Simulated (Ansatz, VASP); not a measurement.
One calculation of HfO2, two programs

POSCAR

```
HfO2
1.0
    5.0583219756      0.0000000000      0.0000000000
    0.0000000000     -5.0583219756      0.0000000000
    0.0000000000      0.0000000000     -5.0583219756
Hf O
4 8
Direct
    0.5000000000      1.0000000000      0.5000000000
    0.0000000000      0.5000000000      0.5000000000
    0.0000000000      1.0000000000      0.0000000000
    0.5000000000      0.5000000000      0.0000000000
    0.2500000000      0.2500000000      0.2500000000
    0.7500000000      0.7500000000      0.2500000000
    0.7500000000      0.2500000000      0.7500000000
    0.2500000000      0.7500000000      0.7500000000
    0.7500000000      0.7500000000      0.7500000000
    0.2500000000      0.2500000000      0.7500000000
    0.2500000000      0.7500000000      0.2500000000
    0.7500000000      0.2500000000      0.2500000000
```

File INCAR.step1:

```
PREC = Accurate ; ENCUT = 520
ISMEAR = 0 ; SIGMA = 0.05
LREAL = False ; LASPH = True
NELM = 80 ; NBANDS = 56
GGA = PE ; ALGO = Normal
EDIFF = 1E-4 ; LWAVE = True
LCHARG = False
```

Contents of INCAR.step2:

```
PREC = Accurate ; ENCUT = 520
EDIFF = 1E-6 ; ISMEAR = 0
SIGMA = 0.05 ; LREAL = False
LASPH = True ; NELM = 80
ALGO = Normal ; ISIF = 2
LWAVE = False ; LCHARG = False
METAGGA = R2SCAN ; LMIXTAU = True
NBANDS = 56 ; ISTART = 1
```

Contents of KPOINTS:

```
Automatic mesh
0
Gamma
  6 6 6
```

Input for Ansatz:

```yaml
crystal:
  lattice:
    - [5.0583219723, 0.0, 0.0]
    - [0.0, -5.0583219723, 0.0]
    - [0.0, 0.0, -5.0583219723]
  atoms:
    - { symbol: Hf, position: [0.0, 1.0, 1.0] }
    - { symbol: Hf, position: [0.5, 0.5, 1.0] }
    - { symbol: Hf, position: [0.5, 1.0, 0.5] }
    - { symbol: Hf, position: [0.0, 0.5, 0.5] }
    - { symbol: O, position: [0.25, 0.25, 0.25] }
    - { symbol: O, position: [0.75, 0.75, 0.25] }
    - { symbol: O, position: [0.75, 0.25, 0.75] }
    - { symbol: O, position: [0.25, 0.75, 0.75] }
    - { symbol: O, position: [0.75, 0.75, 0.75] }
    - { symbol: O, position: [0.25, 0.25, 0.75] }
    - { symbol: O, position: [0.25, 0.75, 0.25] }
    - { symbol: O, position: [0.75, 0.25, 0.25] }
basis:
  ecutwfc: 500
kpoints:
  mp_grid: { grid: [6, 6, 6] }
hamiltonian:
  xc: r2scan
scf:
  occupations: { method: gaussian, width: 0.05 }
output:
  forces: true
  stress: true
  eigenvalues: true
  write_density: true
  write_potential: true
  elf: true
  volumetric_format: npy
```

Alike in both runs: task single point; functional r2SCAN; k mesh 6 × 6 × 6; occupations gaussian, width 0.05 eV; no spin polarisation.

|  | VASP | Ansatz |
| --- | --- | --- |
| version | VASP 6.6.1 | Ansatz 0.2.0 |
| potentials or method | VASP PAW PBE potentials, release 64 (Hf_pv, O), cutoff 520 eV | scalar-relativistic, plane waves, PAW |
| valence electrons in the cell | 88 | 152 |

|  | VASP | Ansatz | Ansatz less VASP |
| --- | --- | --- | --- |
| gap on the k mesh at the Fermi level (eV) | 4.31 | 4.30 | -0.012 |
| least direct gap on the mesh (eV) | 4.31 | 4.30 | -0.012 |
| pressure (GPa) | -4.0 | 0.0 | +3.99 |

VASP's potentials were made for PBE, not for r2SCAN. VASP's potentials hold 88 valence electrons a cell and Ansatz's 152, so a difference there can come from the potentials and not from the codes.

Neither program's run includes spin-orbit coupling.
